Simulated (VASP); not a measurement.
# TaAl3Cd (Pm-3m) in VASP: a series of runs, part 2 of 2

VASP 6.6.1. Earlier steps stand in the parts before.

### 4 Relaxation of cell and atoms, r2SCAN

This run uses another cell than the first one, of 16.24 Å³/atom, 0.747 times its volume.

The input, POSCAR:

```
TaAl3Cd
1.0
    4.3299590488      0.0000000000      0.0000000000
    0.0000000000      4.3299590488      0.0000000000
    0.0000000000      0.0000000000      4.3299590488
Ta Al Cd
1 3 1
Direct
    0.0000000000      0.0000000000      0.0000000000
    0.0000000000      0.5000000000      0.5000000000
    0.5000000000      0.0000000000      0.5000000000
    0.5000000000      0.5000000000      0.0000000000
    0.5000000000      0.5000000000      0.5000000000
```

The input, INCAR.step1:

```
  ALGO = Normal
  EDIFF = 1E-4
  ENCUT = 600
  GGA = PE
  ISMEAR = 0
  LASPH = T
  LCHARG = F
  LREAL = F
  LWAVE = T
  NELM = 100
  PREC = Accurate
  SIGMA = 0.1
```

The input, INCAR.step2:

```
  ALGO = Normal
  EDIFF = 1E-7
  EDIFFG = -0.04
  ENCUT = 600
  IBRION = 2
  ISIF = 3
  ISMEAR = 0
  ISTART = 1
  LASPH = T
  LCHARG = F
  LMIXTAU = T
  LREAL = F
  LWAVE = F
  METAGGA = R2SCAN
  NELM = 100
  NSW = 90
  PREC = Accurate
  SIGMA = 0.1
```

The input, KPOINTS:

```
k-points
0
Gamma
  4 4 4
```

Potentials or basis: VASP PAW PBE potentials, release 64 (Ta_pv, Al, Cd).

Run with:

```bash
$ cat potpaw_PBE.64/Ta_pv/POTCAR potpaw_PBE.64/Al/POTCAR potpaw_PBE.64/Cd/POTCAR > POTCAR
$ cp INCAR.step1 INCAR
$ mpirun -np 1 vasp_std > vasp.out
$ cp INCAR.step2 INCAR
$ mpirun -np 1 vasp_std > vasp.out
```

OUTCAR:

```text
EDIFF = 1E-7
   EDIFFG = -0.04
   ENCUT = 600
   IBRION = 2
   ISIF = 3
   ISMEAR = 0
   ISTART = 1
   LASPH = T
   LREAL = F
   METAGGA = R2SCAN
   NELM = 100
   NSW = 90
   PREC = Accurate

 ion  position               nearest neighbor table
   1  0.000  0.000  0.000-   2 3.06   3 3.06   4 3.06   2 3.06   3 3.06   2 3.06   4 3.06   2 3.06
                             3 3.06   4 3.06   3 3.06   4 3.06
   2  0.000  0.500  0.500-   5 2.16   5 2.16   4 3.06   1 3.06   1 3.06   4 3.06   1 3.06   3 3.06
                             1 3.06   3 3.06   4 3.06   3 3.06   4 3.06   3 3.06
   3  0.500  0.000  0.500-   5 2.16   5 2.16   4 3.06   1 3.06   1 3.06   4 3.06   2 3.06   4 3.06
                             2 3.06   4 3.06   1 3.06   2 3.06   1 3.06   2 3.06
   4  0.500  0.500  0.000-   5 2.16   5 2.16   3 3.06   1 3.06   2 3.06   3 3.06   2 3.06   1 3.06
                             3 3.06   3 3.06   1 3.06   2 3.06   2 3.06   1 3.06
   5  0.500  0.500  0.500-   2 2.16   3 2.16   4 2.16   4 2.16   3 2.16   2 2.16

  LATTYP: Found a simple cubic cell.
 ALAT       =     4.3299590488

  Lattice vectors:

 A1 = (   4.3299590488,   0.0000000000,   0.0000000000)
 A2 = (   0.0000000000,   4.3299590488,   0.0000000000)
 A3 = (   0.0000000000,   0.0000000000,   4.3299590488)

Analysis of symmetry for initial positions (statically):
=====================================================================
 Subroutine PRICEL returns:
 Original cell was already a primitive cell.

 Routine SETGRP: Setting up the symmetry group for a
 simple cubic supercell.

 Subroutine GETGRP returns: Found 48 space group operations
 (whereof 48 operations were pure point group operations)
 out of a pool of 48 trial point group operations.

The static configuration has the point symmetry O_h .

Analysis of symmetry for dynamics (positions and initial velocities):
=====================================================================
 Subroutine PRICEL returns:
 Original cell was already a primitive cell.

 Routine SETGRP: Setting up the symmetry group for a
 simple cubic supercell.

 Subroutine GETGRP returns: Found 48 space group operations
 (whereof 48 operations were pure point group operations)
 out of a pool of 48 trial point group operations.

[... 120 lines left out ...]
   LEPSILON=     F    determine dielectric tensor
   LRPA    =     F    only Hartree local field effects (RPA)
 conjugate gradient relaxation of ions
 non-spin polarized calculation
 Gauss-broadening in eV      SIGMA  =   0.10
  energy-cutoff  :      600.00
  volume of cell :       81.18
 maximum number of plane-waves:      2800
 NGX is ok and might be reduce to    36
   NGX = 17   NGY = 17   NGZ = 17

--------------------------------------- Ionic step        1  -------------------------------------------

 number of electron      31.9999992 magnetization

 Free energy of the ion-electron system (eV)
  ---------------------------------------------------
  ext. energy  EPLUGINS =         0.00000000
  ---------------------------------------------------
  free energy    TOTEN  =       -78.97165681 eV

  energy without entropy =      -78.95333823  energy(sigma->0) =      -78.96249752

------------------------ aborting loop because EDIFF is reached ----------------------------------------

  FORCE on cell =-STRESS in cart. coord.  units (eV):
  Direction    XX          YY          ZZ          XY          YZ          ZX
  --------------------------------------------------------------------------------------
  -------------------------------------------------------------------------------------
  Total       19.0374025     19.0374025     19.0374025     -0.0000000     -0.0000000     -0.0000000
  in kB      375.7222436    375.7222436    375.7222436     -0.0000000     -0.0000000     -0.0000000
  external PRESSURE =     375.7222436 kB  Pullay stress =       0.0000000 kB
[... 26 lines left out ...]
--------------------------------------- Ionic step        2  -------------------------------------------

 number of electron      32.0000010 magnetization

 E-fermi :   3.3204     XC(G=0):  -9.8672

 val. band max:        3.2995782943   @ k =   0.2500   0.0000   0.0000
 cond. band min:       3.3209308127   @ k =   0.0000   0.0000   0.0000
 fundamental gap:      0.0213525184
 Fermi energy:         3.3203630399

 k-point     1 :       0.0000    0.0000    0.0000
  band No.  band energies     occupation
      1     -33.7662      2.00000
      2     -33.7662      2.00000
      3     -33.7662      2.00000
      4      -7.3299      2.00000
      5      -7.3299      2.00000
      6      -6.8272      2.00000
[... 257 lines left out ...]
--------------------------------------- Ionic step        3  -------------------------------------------

 number of electron      32.0000002 magnetization

 Free energy of the ion-electron system (eV)
  ---------------------------------------------------
  ext. energy  EPLUGINS =         0.00000000
  ---------------------------------------------------
  free energy    TOTEN  =       -81.45720414 eV

  energy without entropy =      -81.42328676  energy(sigma->0) =      -81.44024545

 E-fermi :   4.9775     XC(G=0): -10.8154

 val. band max:        4.9595898501   @ k =   0.2500   0.0000   0.0000
 cond. band min:       4.9903101845   @ k =   0.5000   0.2500   0.2500
 fundamental gap:      0.0307203344
 Fermi energy:         4.9774504266

 k-point     1 :       0.0000    0.0000    0.0000
  band No.  band energies     occupation
      1     -31.8217      2.00000
      2     -31.8217      2.00000
      3     -31.8217      2.00000
      4      -6.8209      2.00000
      5      -6.8209      2.00000
      6      -6.1505      2.00000
[... 251 lines left out ...]
  FREE ENERGIE OF THE ION-ELECTRON SYSTEM (eV)
  ---------------------------------------------------
  free  energy   TOTEN  =       -81.4572041433 eV

  energy  without entropy=      -81.4232867628  energy(sigma->0) =      -81.44024545

 reached required accuracy - stopping structural energy minimisation
```

OSZICAR.step1:

```text
N       E                     dE             d eps       ncg     rms          rms(c)
DAV:   1     0.212306475321E+03    0.21231E+03   -0.16937E+04   400   0.166E+03
DAV:   2    -0.708377124133E+01   -0.21939E+03   -0.21277E+03   424   0.379E+02
DAV:   3    -0.154734140187E+02   -0.83896E+01   -0.80348E+01   504   0.679E+01
DAV:   4    -0.156820551042E+02   -0.20864E+00   -0.19295E+00   488   0.766E+00
DAV:   5    -0.156867685360E+02   -0.47134E-02   -0.46884E-02   496   0.115E+00    0.194E+01
DAV:   6    -0.142407489548E+02    0.14460E+01   -0.91212E+00   460   0.202E+01    0.665E+00
DAV:   7    -0.140556824639E+02    0.18507E+00   -0.17020E+00   476   0.779E+00    0.773E+00
DAV:   8    -0.139653625353E+02    0.90320E-01   -0.17775E-01   460   0.305E+00    0.229E+00
DAV:   9    -0.139573104335E+02    0.80521E-02   -0.26590E-02   532   0.107E+00    0.285E-01
DAV:  10    -0.139572754678E+02    0.34966E-04   -0.44633E-03   440   0.340E-01    0.102E-01
DAV:  11    -0.139570636052E+02    0.21186E-03   -0.72220E-04   404   0.148E-01    0.248E-02
DAV:  12    -0.139570563644E+02    0.72408E-05   -0.57575E-05   240   0.463E-02
   1 F= -.13957056E+02 E0= -.13948066E+02  d E =-.179808E-01
```

Wall time 3.5 min (1 thread of Intel Xeon Platinum 8559C (Emerald Rapids), shared host); peak memory 0.23 GiB.

What came out:

| Property | Result |
| --- | --- |
| Free energy | -81.4572 eV |
| Relaxed volume | 21.78 Å³/atom |
| Relaxed cell | a = 4.776 Å, b = 4.776 Å, c = 4.776 Å, α = 90.00°, β = 90.00°, γ = 90.00° |
| Space group after relaxing (to 0.05 Å) | Pm-3m (No. 221) |
| Energy gained by relaxing | 497.1 meV/atom |
| Ionic steps | 3 |
| Pressure after relaxing | 0.0 GPa |
| Band gap on the k mesh | zero (band 16 reaches 4.99 eV, above the bottom of band 17 at 4.91 eV) |

The path:
```tsv
step	energy change (eV)	largest force (eV/Å)	pressure (GPa)	volume (Å³)
1	0.0000	0.0000	37.57	81.18
2	-1.6653	0.0000	-8.21	134.63
3	-2.4855	0.0000	0.00	108.91
```

Final structure:
```
Ta Al Cd
1.0
     4.77561    0.00000    0.00000
     0.00000    4.77561    0.00000
     0.00000    0.00000    4.77561
Ta Al Cd
1 3 1
Direct
  0.00000 0.00000 0.00000
  0.00000 0.50000 0.50000
  0.50000 0.00000 0.50000
  0.50000 0.50000 0.00000
  0.50000 0.50000 0.50000
```

Levels at points of the mesh, in eV from the Fermi level:
```csv
k point,band 14,band 15,band 16,band 17,band 18,band 19
"(0.00, 0.00, 0.00)",-2.84,-2.02,-0.07,-0.07,-0.07,1.96
"(0.50, 0.00, 0.00)",-0.98,-0.44,-0.24,0.38,0.87,0.87
"(0.50, 0.50, 0.00)",-1.22,-1.22,-0.86,0.18,0.72,1.23
"(0.50, 0.50, 0.50)",-2.63,-2.63,-1.72,0.84,0.84,1.25
```

Caveat: the k points lie up to 0.33 Å⁻¹ apart in the final cell; the volume moved by over 15 % at a fixed basis, so the end points are rough; the PAW data sets were made with another functional, which shifts forces and pressure a little; spin-orbit coupling is left out, which moves the levels of the heavy elements.

### 5 Overview

| task | cell | k mesh | cutoff (eV) | gap on the mesh (eV) | pressure (GPa) |
| --- | --- | --- | --- | --- | --- |
| single point | a = 4.773 Å, 5 atoms | 4 × 4 × 4 | 520 | none | 0.1 |
| single point | a = 4.773 Å, 5 atoms | 8 × 8 × 8 | 520 | none | 0.1 |
| relaxation of cell and atoms | relaxed from a = 4.330 Å, 5 atoms | 4 × 4 × 4 | 600 | none | 0.0 |

Alike in all rows: level r2SCAN; potentials or basis VASP PAW PBE potentials, release 64 (Ta_pv, Al, Cd); no spin polarisation; smearing gaussian 0.1 eV.

Caveats: some runs use coarse meshes; the PAW data sets were made with another functional, which shifts forces and pressure a little; spin-orbit coupling is left out, which moves the levels of the heavy elements; the volume moved by over 15 % at a fixed basis, so the end points are rough (some runs).

Absolute energies hang on the potentials; compare differences alone.
